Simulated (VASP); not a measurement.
A run of VASP 6.6.1 is set up as follows.

File POSCAR:

```
Si
1.0
    3.8893869830      0.0000000000      0.0000000000
   -1.9446934915      3.3683079324      0.0000000000
    0.0000000000      0.0000000000      6.2847435571
Si
4
Direct
    0.3333333333      0.6666666667      0.0630908785
    0.6666666667      0.3333333333      0.5630908785
    0.3333333333      0.6666666667      0.4369091215
    0.6666666667      0.3333333333      0.9369091215
```

INCAR.step1

```
PREC     = Accurate       # precision mode
ENCUT    = 520            # plane-wave cutoff, eV
ISMEAR   = 0              # smearing method
SIGMA    = 0.02           # smearing width, eV
LREAL    = F              # projectors in reciprocal space
LASPH    = T              # aspherical terms in the spheres
NELM     = 80             # most SCF steps
NBANDS   = 16             # bands
GGA      = PE             # functional
ALGO     = Normal         # electronic algorithm
EDIFF    = 1E-4           # SCF threshold, eV
LWAVE    = T              # write WAVECAR
LCHARG   = F              # write CHGCAR
```

The input INCAR.step2:

```
PREC     = Accurate       # precision mode
ENCUT    = 520            # plane-wave cutoff, eV
EDIFF    = 1E-6           # SCF threshold, eV
ISMEAR   = 0              # smearing method
SIGMA    = 0.02           # smearing width, eV
LREAL    = F              # projectors in reciprocal space
LASPH    = T              # aspherical terms in the spheres
NELM     = 80             # most SCF steps
ALGO     = Normal         # electronic algorithm
ISIF     = 2              # what is computed and relaxed
LWAVE    = F              # write WAVECAR
LCHARG   = F              # write CHGCAR
METAGGA  = R2SCAN         # meta-GGA
LMIXTAU  = T            
NBANDS   = 16             # bands
ISTART   = 1
```

KPOINTS

```
regular mesh
0
Gamma
  12 12 4
```

Potentials or basis: VASP PAW PBE potentials, release 64 (Si).

Launch:

```console
$ cat potpaw_PBE.64/Si/POTCAR > POTCAR
$ cp INCAR.step1 INCAR
$ mpirun -np 1 vasp_std > vasp.out
$ cp INCAR.step2 INCAR
$ mpirun -np 1 vasp_std > vasp.out
```

**Question.** What does it give for the band gap on the k mesh?

**Answer.** 0.55 eV (least direct gap 1.04 eV).

**Question.** Estimate the pressure.

**Answer.** -2.0 GPa.

**Question.** Predict the largest force.

**Answer.** 0.256 eV/Å.

Stress tensor (GPa, compression positive):
```
-3.85  0.00  0.00
 0.00 -3.85  0.00
 0.00  0.00  1.57
```

Caveat: the cell differs from its parent crystal (biaxial strain in the a-b plane: +1.5 %); the PAW data sets were made with another functional, which shifts forces and pressure a little. A k mesh can miss the band edges.
